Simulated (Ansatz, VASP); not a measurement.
**Si3N4 in VASP and in Ansatz**

Contents of INCAR:

```
PREC = Accurate
ENCUT = 600
EDIFF = 1E-6
ISMEAR = -1
SIGMA = 0.05
LREAL = F
LASPH = T
NELM = 100
ALGO = Normal
ISIF = 3
LWAVE = F
LCHARG = F
GGA = PE
IBRION = 2
NSW = 80
EDIFFG = -0.005
```

KPOINTS

```
regular mesh
0
Gamma
  6 6 6
```

Contents of POSCAR:

```
Si3N4
1.0
    4.1307800000      0.0000000000      0.0000000000
    0.0000000000      4.1307800000      0.0000000000
    0.0000000000      0.0000000000      4.1307800000
Si N
3 4
Direct
    0.0000000000      0.0000000000      0.5000000000
    0.5000000000      0.0000000000      0.0000000000
    0.0000000000      0.5000000000      0.0000000000
    0.2395200000      0.2395200000      0.7604800000
    0.7604800000      0.7604800000      0.7604800000
    0.2395200000      0.7604800000      0.2395200000
    0.7604800000      0.2395200000      0.2395200000
```

input.yaml

```yaml
crystal:
  lattice:
    - [4.13078, 0.0, 0.0]
    - [0.0, 4.13078, 0.0]
    - [0.0, 0.0, 4.13078]
  atoms:
    - { symbol: Si, position: [0.0, 0.0, 0.5] }
    - { symbol: Si, position: [0.5, 0.0, 0.0] }
    - { symbol: Si, position: [0.0, 0.5, 0.0] }
    - { symbol: "N", position: [0.23952, 0.23952, 0.76048] }
    - { symbol: "N", position: [0.76048, 0.76048, 0.76048] }
    - { symbol: "N", position: [0.23952, 0.76048, 0.23952] }
    - { symbol: "N", position: [0.76048, 0.23952, 0.23952] }
kpoints:
  mp_grid: { grid: [6, 6, 6] }
scf:
  occupations: { method: fermi_dirac, width: 0.05 }
hamiltonian:
  xc: pbe
  pseudopotentials: { kind: all_electron, lapw: { basis_error: 0.002 } }
output:
  forces: true
  stress: true
relax:
  f_tol: 0.005
  max_steps: 60
  cell: {}
```

Alike in both runs: task relaxation of cell and atoms; functional PBE; k mesh 6 × 6 × 6; occupations fermi-dirac, width 0.05 eV; no spin polarisation.

|  | VASP | Ansatz |
| --- | --- | --- |
| version | VASP 6.6.1 | Ansatz 0.2.0 |
| potentials or method | VASP PAW PBE potentials, release 64 (Si, N), cutoff 600 eV | all-electron LAPW, scalar-relativistic |

Ansatz gave:

```
relaxed volume (Å³/atom)                                     : 10.07
relaxed cell length with the largest relative difference (Å) : 4.131
```

Question: Estimate VASP's values.

Answer: Relaxed volume (Å³/atom): 10.06; relaxed cell length with the largest relative difference (Å): 4.129.

Ansatz ran all-electron here, and VASP with PAW potentials.

Noted on Ansatz's run: the k mesh is thin for a metal, which can move the energy by tens of meV per atom.
